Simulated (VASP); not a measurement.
# AlN (CsCl type) (Pm-3m) in VASP: further runs

The runs below take AlN (CsCl type) through single point, with PBE.

Program: VASP 6.6.1. These are calculated values, not measurements. Logs are shortened: lines on timing, memory, paths and dates and some standing lists are left out, and cuts for length are marked.

## Step 1: The cell of the first run

Symmetry: Pm-3m, No. 221, cubic system. Conventional cell: a = 2.427 Å, b = 2.427 Å, c = 2.427 Å, α = 90.00°, β = 90.00°, γ = 90.00°. Al (site symmetry m-3m) has 8 N at 2.10 Å and 6 Al at 2.43 Å within 2.8 Å. N (site symmetry m-3m) has 8 Al at 2.10 Å and 6 N at 2.43 Å within 2.8 Å.

## Step 2: Single point, PBE (volume scaled by 0.8)

The input, INCAR:

```
SYSTEM = AlN
PREC = Accurate
ENCUT = 520
EDIFF = 1E-7
ISMEAR = -1
SIGMA = 0.1
LREAL = .FALSE.
LASPH = .TRUE.
NELM = 80
ALGO = Normal
ISIF = 2
LWAVE = .FALSE.
LCHARG = .FALSE.
GGA = PE
NBANDS = 11
```

The input, KPOINTS:

```
regular mesh
0
G
  15 15 15
  0 0 0
```

The input, POSCAR:

```
AlN
1.0
    2.4270536038      0.0000000000      0.0000000000
    0.0000000000      2.4270536038      0.0000000000
    0.0000000000      0.0000000000      2.4270536038
Al N
1 1
Direct
    0.0000000000      0.0000000000      0.0000000000
    0.5000000000      0.5000000000      0.5000000000
```

Potentials or basis: VASP PAW PBE potentials, release 64 (Al, N).

On the command line:

```bash
$ cat potpaw_PBE.64/Al/POTCAR potpaw_PBE.64/N/POTCAR > POTCAR
$ mpirun -np 1 vasp_std > vasp.out
```

OUTCAR:

```text
SYSTEM = AlN
   PREC = Accurate
   ENCUT = 520
   EDIFF = 1E-7
   ISMEAR = -1
   LREAL = .FALSE.
   LASPH = .TRUE.
   NELM = 80
   ISIF = 2
   GGA = PE

 ion  position               nearest neighbor table
   1  0.000  0.000  0.000-   2 2.10   2 2.10   2 2.10   2 2.10   2 2.10   2 2.10   2 2.10   2 2.10

   2  0.500  0.500  0.500-   1 2.10   1 2.10   1 2.10   1 2.10   1 2.10   1 2.10   1 2.10   1 2.10

  LATTYP: Found a simple cubic cell.
 ALAT       =     2.4270536038

  Lattice vectors:

 A1 = (   2.4270536038,   0.0000000000,   0.0000000000)
 A2 = (   0.0000000000,   2.4270536038,   0.0000000000)
 A3 = (   0.0000000000,   0.0000000000,   2.4270536038)

Analysis of symmetry for initial positions (statically):
=====================================================================
 Subroutine PRICEL returns:
 Original cell was already a primitive cell.

 Routine SETGRP: Setting up the symmetry group for a
 simple cubic supercell.

 Subroutine GETGRP returns: Found 48 space group operations
 (whereof 48 operations were pure point group operations)
 out of a pool of 48 trial point group operations.

The static configuration has the point symmetry O_h .

Analysis of symmetry for dynamics (positions and initial velocities):
=====================================================================
 Subroutine PRICEL returns:
 Original cell was already a primitive cell.

 Routine SETGRP: Setting up the symmetry group for a
 simple cubic supercell.

 Subroutine GETGRP returns: Found 48 space group operations
 (whereof 48 operations were pure point group operations)
 out of a pool of 48 trial point group operations.

The dynamic configuration has the point symmetry O_h .

 Subroutine INISYM returns: Found 48 space group operations
 (whereof 48 operations are pure point group operations),
 and found     1 'primitive' translations

----------------------------------------------------------------------------------------

                                     Primitive cell

  volume of cell :      14.2968

  direct lattice vectors                    reciprocal lattice vectors
     2.427053604  0.000000000  0.000000000     0.412022214  0.000000000  0.000000000
     0.000000000  2.427053604  0.000000000     0.000000000  0.412022214  0.000000000
     0.000000000  0.000000000  2.427053604     0.000000000  0.000000000  0.412022214

  length of vectors
     2.427053604  2.427053604  2.427053604     0.412022214  0.412022214  0.412022214

  position of ions in fractional coordinates (direct lattice)
     0.000000000  0.000000000  0.000000000
     0.500000000  0.500000000  0.500000000

  ion indices of the primitive-cell ions
   primitive index   ion index
                 1           1
                 2           2

----------------------------------------------------------------------------------------

 KPOINTS: regular mesh

Automatic generation of k-mesh.
 Grid dimensions read from file:
 generate k-points for:   15   15   15

 Generating k-lattice:

  Cartesian coordinates                     Fractional coordinates (reciprocal lattice)
     0.027468148  0.000000000  0.000000000     0.066666667  0.000000000  0.000000000
     0.000000000  0.027468148  0.000000000     0.000000000  0.066666667  0.000000000
     0.000000000  0.000000000  0.027468148     0.000000000  0.000000000  0.066666667

  Length of vectors
     0.027468148  0.027468148  0.027468148

  Shift w.r.t. Gamma in fractional coordinates (k-lattice)
     0.000000000  0.000000000  0.000000000

 Subroutine IBZKPT returns following result:
 ===========================================

 Found    120 irreducible k-points:

 Following reciprocal coordinates:
            Coordinates               Weight
  0.000000  0.000000  0.000000      1.000000
  0.066667  0.000000  0.000000      6.000000
  0.133333  0.000000  0.000000      6.000000
  0.200000  0.000000  0.000000      6.000000
  0.266667  0.000000  0.000000      6.000000
  0.333333  0.000000  0.000000      6.000000
[... 16 lines left out ...]
  0.266667  0.200000  0.000000     24.000000
  0.333333  0.200000  0.000000     24.000000
 [... further k-points ...]
   k-points           NKPTS =    120   k-points in BZ     NKDIM =    120   number of bands    NBANDS=     11
   number of dos      NEDOS =    301   number of ions     NIONS =      2
   total plane-waves  NPLWV =   5832
   dimension x,y,z NGX =    18 NGY =   18 NGZ =   18
   dimension x,y,z NGXF=    36 NGYF=   36 NGZF=   36
   ions per type =               1   1
   NGX,Y,Z   is equivalent  to a cutoff of  12.33, 12.33, 12.33 a.u.
   NGXF,Y,Z  is equivalent  to a cutoff of  24.66, 24.66, 24.66 a.u.
 SYSTEM =  AlN
   PREC   = accura    normal or accurate (medium, high low for compatibility)
   ISTART =      0    job   : 0-new  1-cont  2-samecut
   ICHARG =      2    charge: 1-file 2-atom 10-const
   ISPIN  =      1    spin polarized calculation?
   LNONCOLLINEAR =      F non collinear calculations
   LSORBIT =      F    spin-orbit coupling
   LASPH  =      T    aspherical Exc in radial PAW
   ENCUT  =  520.0 eV  38.22 Ry    6.18 a.u.   4.51  4.51  4.51*2*pi/ulx,y,z
   NELM   =     80;   NELMIN=  2; NELMDL= -5     # of ELM steps
   EDIFF  = 0.1E-06   stopping-criterion for ELM
   LREAL  =      F    real-space projection
   EDIFFG = 0.1E-05   stopping-criterion for IOM
   NSW    =      0    number of steps for IOM
   IBRION =     -1    ionic relax: 0-MD 1-quasi-New 2-CG
   NFREE  =      0    steps in history (QN), initial steepest desc. (CG)
   ISIF   =      2    stress and relaxation
   ISYM   =      2    0-nonsym 1-usesym 2-fastsym
   POTIM  = 0.5000    time-step for ionic-motion
   TEBEG  =    0.0;   TEEND  =   0.0 temperature during run
   PSTRESS=    0.0 pullay stress
   NELECT =       8.0000    total number of electrons
   NUPDOWN=      -1.0000    fix difference up-down
   EMIN   =  10.00;   EMAX   =-10.00  energy-range for DOS
   EFERMI =   0.00;   METHOD = LEGACY
   ISMEAR =    -1;   SIGMA  =   0.10  broadening in eV -4-tet -1-fermi 0-gaus
   EFERMI_NEDOS =   21; number of points for ismear=-14 and -15
   IALGO  =     38    algorithm
   IMIX   =      4    mixing-type and parameters
     AMIX     =   0.40;   BMIX     =  1.00
     AMIX_MAG =   1.60;   BMIX_MAG =  1.00
  volume/ion in A,a.u.               =       7.15        48.24
  Fermi-wavevector in a.u.,A,eV,Ry     =   1.349042  2.549320 24.761436  1.819914
  Thomas-Fermi vector in A             =   2.476661
   LORBIT       =      0    0 simple, 1 ext, 2 COOP (PROOUT), +10 PAW based schemes
   GGA     = PE    functional components
   LHFCALC =     F    Hartree Fock is set to
   AEXX    =    0.0000 exact exchange contribution
   IVDW    =     0    specifies the selected vdW correction
   LEPSILON=     F    determine dielectric tensor
   LRPA    =     F    only Hartree local field effects (RPA)
 non-spin polarized calculation
  energy-cutoff  :      520.00
  volume of cell :       14.30
 maximum number of plane-waves:       397
 NGX is ok and might be reduce to    18
   NGX =  9   NGY =  9   NGZ =  9

 number of electron       7.9999999 magnetization

 Free energy of the ion-electron system (eV)
  ---------------------------------------------------
  ext. energy  EPLUGINS =         0.00000000
  ---------------------------------------------------
  free energy    TOTEN  =       -10.82095967 eV

  energy without entropy =      -10.80816523  energy(sigma->0) =      -10.81456245

 E-fermi :  14.0775     XC(G=0): -13.1197

 val. band max:       14.0316036830   @ k =   0.4667   0.2667   0.0000
 cond. band min:      14.0794799402   @ k =   0.4667   0.4000   0.1333
 fundamental gap:      0.0478762572
 Fermi energy:        14.0775099391

 k-point     1 :       0.0000    0.0000    0.0000
  band No.  band energies     occupation
      1      -6.6239      2.00000
      2      12.1585      2.00000
      3      12.1585      2.00000
      4      12.1585      2.00000
      5      17.5504      0.00000
      6      20.1147      0.00000
      7      20.1147      0.00000
      8      33.2718      0.00000
      9      33.2718      0.00000
     10      33.2718      0.00000
     11      39.5171      0.00000

 k-point     2 :       0.0667    0.0000    0.0000
  band No.  band energies     occupation
      1      -6.5337      2.00000
      2      11.4116      2.00000
      3      12.2027      2.00000
      4      12.2027      2.00000
      5      17.8327      0.00000
      6      20.2208      0.00000
      7      20.6492      0.00000
      8      33.0308      0.00000
      9      33.0308      0.00000
     10      33.2389      0.00000
     11      39.1725      0.00000

 k-point     3 :       0.1333    0.0000    0.0000
  band No.  band energies     occupation
      1      -6.2659      2.00000
      2       9.7777      2.00000
      3      12.3306      2.00000
      4      12.3306      2.00000
      5      18.2873      0.00000
      6      20.5377      0.00000
      7      21.9642      0.00000
      8      32.3333      0.00000
      9      32.3333      0.00000
     10      33.2492      0.00000
     11      38.5416      0.00000

 k-point     4 :       0.2000    0.0000    0.0000
  band No.  band energies     occupation
      1      -5.8295      2.00000
      2       7.9098      2.00000
      3      12.5272      2.00000
      4      12.5272      2.00000
      5      18.7502      0.00000
      6      21.0603      0.00000
      7      23.3450      0.00000
      8      31.3084      0.00000
      9      31.3084      0.00000
     10      33.6081      0.00000
     11      36.9141      0.00000
[... 239 lines left out ...]
 k-point    22 :       0.2000    0.2000    0.0000
  band No.  band energies     occupation
      1      -5.0556      2.00000
      2       8.4220      2.00000
      3       8.6274      2.00000
      4      12.9124      1.99998
      5      20.2154      0.00000
      6      21.7598      0.00000
      7      24.2234      0.00000
      8      29.6862      0.00000
      9      31.0752      0.00000
     10      34.4422      0.00000
     11      34.5278      0.00000

 k-point    23 :       0.2667    0.2000    0.0000
  band No.  band energies     occupation
      1      -4.4868      2.00000
      2       6.7403      2.00000
      3       8.9553      2.00000
      4      13.1629      1.99979
      5      20.7812      0.00000
      6      21.0555      0.00000
      7      24.7491      0.00000
      8      29.9587      0.00000
      9      30.4758      0.00000
     10      33.7208      0.00000
     11      33.9690      0.00000

 k-point    24 :       0.3333    0.2000    0.0000
  band No.  band energies     occupation
      1      -3.8168      2.00000
      2       5.1185      2.00000
      3       9.4189      2.00000
      4      13.4193      1.99723
      5      20.0918      0.00000
      6      21.4564      0.00000
      7      24.9414      0.00000
      8      29.6469      0.00000
      9      30.2863      0.00000
     10      33.3543      0.00000
     11      33.9586      0.00000

 [... further k-points ...]
[... 5 lines left out ...]
  --------------------------------------------------------------------------------------
  -------------------------------------------------------------------------------------
  Total        5.9955489      5.9955489      5.9955489      0.0000000     -0.0000000     -0.0000000
  in kB      671.8950277    671.8950277    671.8950277      0.0000000     -0.0000000     -0.0000000
  external PRESSURE =     671.8950277 kB  Pullay stress =       0.0000000 kB

 VOLUME and BASIS-vectors are now :
 -----------------------------------------------------------------------------
  energy-cutoff  :      520.00
  volume of cell :       14.30
      direct lattice vectors                 reciprocal lattice vectors
     2.427053604  0.000000000  0.000000000     0.412022214  0.000000000  0.000000000
     0.000000000  2.427053604  0.000000000     0.000000000  0.412022214  0.000000000
     0.000000000  0.000000000  2.427053604     0.000000000  0.000000000  0.412022214

 POSITION                                       TOTAL-FORCE (eV/Angst)
 -----------------------------------------------------------------------------------
      0.00000      0.00000      0.00000         0.000000      0.000000      0.000000
      1.21353      1.21353      1.21353         0.000000      0.000000      0.000000
 -----------------------------------------------------------------------------------
    total drift:                                0.000000     -0.000000      0.000000

  FREE ENERGIE OF THE ION-ELECTRON SYSTEM (eV)
  ---------------------------------------------------
  free  energy   TOTEN  =       -10.8209596693 eV

  energy  without entropy=      -10.8081652285  energy(sigma->0) =      -10.81456245
```

Wall time 11 s (1 thread of AMD EPYC 7R13 (Zen 3), shared host); peak memory 0.1 GiB.

What came out:

```yaml
Free_energy: -10.8210 eV
Pressure: 67.2 GPa
Band_gap_on_the_k_mesh: zero (band 4 reaches 14.42 eV, above the bottom of band 5 at 13.36 eV)
```

## Step 3: Single point, PBE (volume scaled by 0.88)

The input, INCAR:

```
PREC = Accurate
ENCUT = 520
EDIFF = 1E-7
ISMEAR = -1
SIGMA = 0.1
LREAL = F
LASPH = T
NELM = 60
ALGO = Normal
ISIF = 2
LWAVE = F
LCHARG = F
GGA = PE
NBANDS = 11
```

The input, KPOINTS:

```
Automatic mesh
0
Gamma
  15 15 15
```

The input, POSCAR:

```
AlN
1.0
    2.5053991744      0.0000000000      0.0000000000
    0.0000000000      2.5053991744      0.0000000000
    0.0000000000      0.0000000000      2.5053991744
Al N
1 1
Direct
    0.0000000000      0.0000000000      0.0000000000
    0.5000000000      0.5000000000      0.5000000000
```

Potentials or basis: VASP PAW PBE potentials, release 64 (Al, N).

On the command line:

```bash
$ cat potpaw_PBE.64/Al/POTCAR potpaw_PBE.64/N/POTCAR > POTCAR
$ mpirun -np 1 vasp_std > vasp.out
```

It took 15 s on 1 thread of AMD EPYC 7R13 (Zen 3), shared host; peak memory 0.1 GiB.

It converged, with:

```yaml
Free_energy: -11.2519 eV
Pressure: 31.6 GPa
Band_gap_on_the_k_mesh: zero (band 4 reaches 12.82 eV, above the bottom of band 5 at 11.88 eV)
```

Levels at points of the mesh, in eV from the Fermi level:
| k point | band 2 | band 3 | band 4 | band 5 | band 6 | band 7 |
| --- | --- | --- | --- | --- | --- | --- |
| (0.00, 0.00, 0.00) | -1.73 | -1.73 | -1.73 | 2.22 | 6.20 | 6.20 |

## Step 4: Single point, PBE (volume scaled by 0.94)

The input, INCAR:

```
SYSTEM = AlN
PREC = Accurate
ENCUT = 520
EDIFF = 1E-6
ISMEAR = -1
SIGMA = 0.1
LREAL = .False.
LASPH = .True.
NELM = 80
ALGO = Normal
ISIF = 2
LWAVE = .False.
LCHARG = .False.
GGA = PE
NBANDS = 11
```

The input, KPOINTS:

```
regular mesh
0
Gamma
  15 15 15
  0 0 0
```

The input, POSCAR:

```
AlN
1.0
    2.5610928506      0.0000000000      0.0000000000
    0.0000000000      2.5610928506      0.0000000000
    0.0000000000      0.0000000000      2.5610928506
Al N
1 1
Direct
    0.0000000000      0.0000000000      0.0000000000
    0.5000000000      0.5000000000      0.5000000000
```

On the command line:

```bash
$ cat potpaw_PBE.64/Al/POTCAR potpaw_PBE.64/N/POTCAR > POTCAR
$ mpirun -np 1 vasp_std > vasp.out
```

Wall time 13 s (1 thread of AMD EPYC 7R13 (Zen 3), shared host); peak memory 0.1 GiB.

The run converged. Its results:

```yaml
Free_energy: -11.3999 eV
Pressure: 13.3 GPa
Band_gap_on_the_k_mesh: zero (band 4 reaches 11.77 eV, above the bottom of band 5 at 10.93 eV)
```

Levels at points of the mesh, in eV from the Fermi level:
| k point | band 1 | band 2 | band 3 | band 4 | band 5 | band 6 | band 7 | band 8 | band 9 |
| --- | --- | --- | --- | --- | --- | --- | --- | --- | --- |
| (0.00, 0.00, 0.00) | -18.83 | -1.61 | -1.61 | -1.61 | 1.44 | 6.29 | 6.29 | 16.51 | 16.51 |

[end of part 1 of 2]
